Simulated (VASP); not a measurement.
# MoS2 (R-3m) in VASP: a series of runs

Runs on MoS2. Level: PBE. Tasks: single point.

Everything below comes from runs of VASP 6.6.1. Logs are shortened: lines on timing, memory, paths and dates and some standing lists are left out, and cuts for length are marked.

## 1. The cell of the first run

The structure is trigonal, space group R-3m (No. 166). Conventional cell: a = 3.013 Å, b = 3.013 Å, c = 16.688 Å, α = 90.00°, β = 90.00°, γ = 120.00°. Within 3.1 Å of Mo (site symmetry -3m) lie 6 S at 2.38 Å and 6 Mo at 3.01 Å. Within 3.1 Å of S (site symmetry 3m) lie 3 Mo at 2.38 Å and 9 S at 2.89 to 3.01 Å.

## 2. Single point, PBE

INCAR

```
PREC     = Accurate       # precision mode
ENCUT    = 520            # plane-wave cutoff, eV
EDIFF    = 1E-6           # SCF threshold, eV
ISMEAR   = -1             # smearing method
SIGMA    = 0.05           # smearing width, eV
LREAL    = F              # projectors in reciprocal space
LASPH    = T              # aspherical terms in the spheres
NELM     = 60             # most SCF steps
ALGO     = Normal         # electronic algorithm
ISIF     = 2              # what is computed and relaxed
LWAVE    = F              # write WAVECAR
LCHARG   = F              # write CHGCAR
GGA      = PE             # functional
NBANDS   = 20             # bands
```

KPOINTS

```
regular mesh
0
Gamma
  12 12 12
```

POSCAR

```
MoS2
1.0
    1.5063529292      0.8696932692      5.5627335981
   -1.5063529292      0.8696932692      5.5627335981
    0.0000000000     -1.7393865384      5.5627335981
Mo S
1 2
Direct
    0.0000000000      0.0000000000      0.0000000000
    0.7640029225      0.7640029225      0.7640029225
    0.2359970775      0.2359970775      0.2359970775
```

Potentials or basis: VASP PAW PBE potentials, release 64 (Mo_sv, S).

Run with:

```
cat potpaw_PBE.64/Mo_sv/POTCAR potpaw_PBE.64/S/POTCAR > POTCAR
mpirun -np 1 vasp_std > vasp.out
```

OUTCAR:

```text
PREC = Accurate
   ENCUT = 520
   EDIFF = 1E-6
   ISMEAR = -1
   LREAL = F
   LASPH = T
   NELM = 60
   ISIF = 2
   GGA = PE

 ion  position               nearest neighbor table
   1  0.000  0.000  0.000-   2 2.38   2 2.38   3 2.38   3 2.38   2 2.38   3 2.38
   2  0.764  0.764  0.764-   1 2.38   1 2.38   1 2.38
   3  0.236  0.236  0.236-   1 2.38   1 2.38   1 2.38

  LATTYP: Found a trigonal (rhomboedric) cell.
 ALAT       =     5.8283334336
 COS(alpha) =     0.8664036203

  Lattice vectors:

 A1 = (   1.5063529292,   0.8696932692,   5.5627335981)
 A2 = (  -1.5063529292,   0.8696932692,   5.5627335981)
 A3 = (   0.0000000000,  -1.7393865384,   5.5627335981)

Analysis of symmetry for initial positions (statically):
=====================================================================
 Subroutine PRICEL returns:
 Original cell was already a primitive cell.

 Routine SETGRP: Setting up the symmetry group for a
 trigonal (rhombohedral) supercell.

 Subroutine GETGRP returns: Found 12 space group operations
 (whereof 12 operations were pure point group operations)
 out of a pool of 12 trial point group operations.

The static configuration has the point symmetry D_3d.

Analysis of symmetry for dynamics (positions and initial velocities):
=====================================================================
 Subroutine PRICEL returns:
 Original cell was already a primitive cell.

 Routine SETGRP: Setting up the symmetry group for a
 trigonal (rhombohedral) supercell.

 Subroutine GETGRP returns: Found 12 space group operations
 (whereof 12 operations were pure point group operations)
 out of a pool of 12 trial point group operations.

The dynamic configuration has the point symmetry D_3d.

 Subroutine INISYM returns: Found 12 space group operations
 (whereof 12 operations are pure point group operations),
 and found     1 'primitive' translations

----------------------------------------------------------------------------------------

                                     Primitive cell

  volume of cell :      43.7253

  direct lattice vectors                    reciprocal lattice vectors
     1.506352929  0.869693269  5.562733598     0.331927525  0.191638446  0.059922577
    -1.506352929  0.869693269  5.562733598    -0.331927525  0.191638446  0.059922577
     0.000000000 -1.739386538  5.562733598     0.000000000 -0.383276892  0.059922577

  length of vectors
     5.828333434  5.828333434  5.828333434     0.387932844  0.387932844  0.387932844

  position of ions in fractional coordinates (direct lattice)
     0.000000000  0.000000000  0.000000000
     0.764002922  0.764002922  0.764002922
     0.235997078  0.235997078  0.235997078

  ion indices of the primitive-cell ions
   primitive index   ion index
                 1           1
                 2           2
                 3           3

----------------------------------------------------------------------------------------

 KPOINTS: regular mesh

Automatic generation of k-mesh.
 Grid dimensions read from file:
 generate k-points for:   12   12   12

 Generating k-lattice:

  Cartesian coordinates                     Fractional coordinates (reciprocal lattice)
     0.027660627  0.015969871  0.004993548     0.083333333  0.000000000 -0.000000000
    -0.027660627  0.015969871  0.004993548     0.000000000  0.083333333 -0.000000000
     0.000000000 -0.031939741  0.004993548    -0.000000000 -0.000000000  0.083333333

  Length of vectors
     0.032327737  0.032327737  0.032327737

  Shift w.r.t. Gamma in fractional coordinates (k-lattice)
     0.000000000  0.000000000  0.000000000

 Subroutine IBZKPT returns following result:
 ===========================================

 Found    189 irreducible k-points:

 Following reciprocal coordinates:
            Coordinates               Weight
  0.000000  0.000000  0.000000      1.000000
  0.083333  0.000000  0.000000      6.000000
  0.166667 -0.000000  0.000000      6.000000
  0.250000  0.000000  0.000000      6.000000
  0.333333  0.000000  0.000000      6.000000
  0.416667  0.000000  0.000000      6.000000
[... 16 lines left out ...]
  0.500000  0.166667  0.000000     12.000000
 -0.416667  0.166667 -0.000000     12.000000
 [... further k-points ...]
   k-points           NKPTS =    189   k-points in BZ     NKDIM =    189   number of bands    NBANDS=     20
   number of dos      NEDOS =    301   number of ions     NIONS =      3
   total plane-waves  NPLWV = 110592
   dimension x,y,z NGX =    48 NGY =   48 NGZ =   48
   dimension x,y,z NGXF=    96 NGYF=   96 NGZF=   96
   ions per type =               1   2
   NGX,Y,Z   is equivalent  to a cutoff of  13.69, 13.69, 13.69 a.u.
   NGXF,Y,Z  is equivalent  to a cutoff of  27.38, 27.38, 27.38 a.u.
 SYSTEM =  unknown system
   PREC   = accura    normal or accurate (medium, high low for compatibility)
   ISTART =      0    job   : 0-new  1-cont  2-samecut
   ICHARG =      2    charge: 1-file 2-atom 10-const
   ISPIN  =      1    spin polarized calculation?
   LNONCOLLINEAR =      F non collinear calculations
   LSORBIT =      F    spin-orbit coupling
   LASPH  =      T    aspherical Exc in radial PAW
   ENCUT  =  520.0 eV  38.22 Ry    6.18 a.u.  10.84 10.84 10.84*2*pi/ulx,y,z
   NELM   =     60;   NELMIN=  2; NELMDL= -5     # of ELM steps
   EDIFF  = 0.1E-05   stopping-criterion for ELM
   LREAL  =      F    real-space projection
   EDIFFG = 0.1E-04   stopping-criterion for IOM
   NSW    =      0    number of steps for IOM
   IBRION =     -1    ionic relax: 0-MD 1-quasi-New 2-CG
   NFREE  =      0    steps in history (QN), initial steepest desc. (CG)
   ISIF   =      2    stress and relaxation
   ISYM   =      2    0-nonsym 1-usesym 2-fastsym
   POTIM  = 0.5000    time-step for ionic-motion
   TEBEG  =    0.0;   TEEND  =   0.0 temperature during run
   PSTRESS=    0.0 pullay stress
   NELECT =      26.0000    total number of electrons
   NUPDOWN=      -1.0000    fix difference up-down
   EMIN   =  10.00;   EMAX   =-10.00  energy-range for DOS
   EFERMI =   0.00;   METHOD = LEGACY
   ISMEAR =    -1;   SIGMA  =   0.05  broadening in eV -4-tet -1-fermi 0-gaus
   EFERMI_NEDOS =   21; number of points for ismear=-14 and -15
   IALGO  =     38    algorithm
   IMIX   =      4    mixing-type and parameters
     AMIX     =   0.40;   BMIX     =  1.00
     AMIX_MAG =   1.60;   BMIX_MAG =  1.00
  volume/ion in A,a.u.               =      14.58        98.36
  Fermi-wavevector in a.u.,A,eV,Ry     =   1.376645  2.601481 25.785085  1.895150
  Thomas-Fermi vector in A             =   2.501870
   LORBIT       =      0    0 simple, 1 ext, 2 COOP (PROOUT), +10 PAW based schemes
   GGA     = PE    functional components
   LHFCALC =     F    Hartree Fock is set to
   AEXX    =    0.0000 exact exchange contribution
   IVDW    =     0    specifies the selected vdW correction
   LEPSILON=     F    determine dielectric tensor
   LRPA    =     F    only Hartree local field effects (RPA)
 non-spin polarized calculation
  energy-cutoff  :      520.00
  volume of cell :       43.73
 maximum number of plane-waves:      1209
 NGX is ok and might be reduce to    48
   NGX = 21   NGY = 21   NGZ = 21

 number of electron      26.0000000 magnetization

 Free energy of the ion-electron system (eV)
  ---------------------------------------------------
  ext. energy  EPLUGINS =         0.00000000
  ---------------------------------------------------
  free energy    TOTEN  =       -20.47319844 eV

  energy without entropy =      -20.46842516  energy(sigma->0) =      -20.47081180

 E-fermi :  10.4376     XC(G=0): -12.1086

 val. band max:       10.4060736952   @ k =  -0.3333   0.2500   0.0000
 cond. band min:      10.4489312428   @ k =   0.5000   0.3333   0.1667
 fundamental gap:      0.0428575476
 Fermi energy:        10.4375800796

 k-point     1 :       0.0000    0.0000    0.0000
  band No.  band energies     occupation
      1     -51.0111      2.00000
      2     -25.2106      2.00000
      3     -24.8702      2.00000
      4     -24.8702      2.00000
      5      -5.7134      2.00000
      6      -3.0987      2.00000
[... 12 lines left out ...]
     19      18.7368      0.00000
     20      20.1626      0.00000

 k-point     2 :       0.0833    0.0000    0.0000
  band No.  band energies     occupation
      1     -51.0060      2.00000
      2     -25.2018      2.00000
      3     -24.9142      2.00000
      4     -24.8801      2.00000
      5      -5.5786      2.00000
      6      -3.0728      2.00000
[... 12 lines left out ...]
     19      19.0153      0.00000
     20      19.7757      0.00000

 k-point     3 :       0.1667   -0.0000    0.0000
  band No.  band energies     occupation
      1     -50.9921      2.00000
      2     -25.1777      2.00000
      3     -25.0328      2.00000
      4     -24.9069      2.00000
      5      -5.1914      2.00000
      6      -2.9891      2.00000
[... 12 lines left out ...]
     19      19.2237      0.00000
     20      20.1845      0.00000

 k-point     4 :       0.2500    0.0000    0.0000
  band No.  band energies     occupation
      1     -50.9731      2.00000
      2     -25.1927      2.00000
      3     -25.1438      2.00000
      4     -24.9433      2.00000
      5      -4.6098      2.00000
      6      -2.8323      2.00000
[... 12 lines left out ...]
     19      18.7992      0.00000
     20      21.3266      0.00000

 k-point     5 :       0.3333    0.0000    0.0000
  band No.  band energies     occupation
      1     -50.9540      2.00000
      2     -25.3480      2.00000
      3     -25.1108      2.00000
      4     -24.9794      2.00000
      5      -3.9658      2.00000
      6      -2.5700      2.00000
[... 12 lines left out ...]
     19      18.1307      0.00000
     20      19.7834      0.00000
[... 353 lines left out ...]
      6      -2.8492      2.00000
[... 12 lines left out ...]
     19      19.4627      0.00000
     20      19.8252      0.00000

 k-point    22 :       0.4167    0.1667    0.0000
  band No.  band energies     occupation
      1     -50.9470      2.00000
      2     -25.3459      2.00000
      3     -25.0998      2.00000
      4     -25.0530      2.00000
      5      -3.6368      2.00000
      6      -2.5365      2.00000
[... 12 lines left out ...]
     19      18.9102      0.00000
     20      19.7544      0.00000

 k-point    23 :       0.5000    0.1667    0.0000
  band No.  band energies     occupation
      1     -50.9348      2.00000
      2     -25.4206      2.00000
      3     -25.1008      2.00000
      4     -25.0770      2.00000
      5      -3.2193      2.00000
      6      -2.1523      2.00000
[... 12 lines left out ...]
     19      18.6847      0.00000
     20      19.1427      0.00000

 k-point    24 :      -0.4167    0.1667   -0.0000
  band No.  band energies     occupation
      1     -50.9304      2.00000
      2     -25.4475      2.00000
      3     -25.1174      2.00000
      4     -25.0698      2.00000
      5      -3.0281      2.00000
      6      -2.0366      2.00000
[... 12 lines left out ...]
     19      18.8459      0.00000
     20      19.2314      0.00000

 [... further k-points ...]
[... 5 lines left out ...]
  --------------------------------------------------------------------------------------
  -------------------------------------------------------------------------------------
  Total        5.4238855      5.4238855      5.4271542      0.0000000     -0.0000000      0.0000000
  in kB      198.7415792    198.7415793    198.8613499      0.0000000     -0.0000000      0.0000000
  external PRESSURE =     198.7815028 kB  Pullay stress =       0.0000000 kB

 VOLUME and BASIS-vectors are now :
 -----------------------------------------------------------------------------
  energy-cutoff  :      520.00
  volume of cell :       43.73
      direct lattice vectors                 reciprocal lattice vectors
     1.506352929  0.869693269  5.562733598     0.331927525  0.191638446  0.059922577
    -1.506352929  0.869693269  5.562733598    -0.331927525  0.191638446  0.059922577
     0.000000000 -1.739386538  5.562733598     0.000000000 -0.383276892  0.059922577

 POSITION                                       TOTAL-FORCE (eV/Angst)
 -----------------------------------------------------------------------------------
      0.00000      0.00000      0.00000         0.000000     -0.000000      0.000000
      0.00000      0.00000     12.74983         0.000000      0.000000     -0.019951
      0.00000      0.00000      3.93837         0.000000     -0.000000      0.019951
 -----------------------------------------------------------------------------------
    total drift:                                0.000000      0.000000     -0.000000

  FREE ENERGIE OF THE ION-ELECTRON SYSTEM (eV)
  ---------------------------------------------------
  free  energy   TOTEN  =       -20.4731984442 eV

  energy  without entropy=      -20.4684251620  energy(sigma->0) =      -20.47081180
```

Run time: 3.5 min. Hardware: 1 thread of Intel Xeon 6975P-C (Granite Rapids), shared host; peak memory 0.41 GiB.

What came out:

- Free energy: -20.4732 eV
- Pressure: 19.9 GPa
- Largest force: 0.020 eV/Å
- Band gap on the k mesh: zero (bands 13 and 14 overlap by 0.35 eV)

Forces in eV/Å, atoms in the order of the input:
```
Mo   0.000  0.000  0.000
S    0.000  0.000 -0.020
S    0.000  0.000  0.020
```

Levels at points of the mesh, in eV from the Fermi level:
```
           k point  band 10  band 11  band 12  band 13  band 14  band 15  band 16  band 17
(0.00, 0.00, 0.00)    -2.02    -0.62    -0.62    -0.55     0.61     0.61     3.29     3.29
(0.50, 0.00, 0.00)    -4.07    -2.46    -2.11    -0.79     2.03     2.70     2.89     4.40
(0.50, 0.50, 0.00)    -3.71    -3.07    -2.76    -1.81     2.00     2.03     4.44     4.93
(0.50, 0.50, 0.50)    -3.42    -0.54    -0.54     0.08     0.08     0.29     3.77     3.77
```

Caveat: the cell stands under pressure.

(Continued in part 2 of 2.)
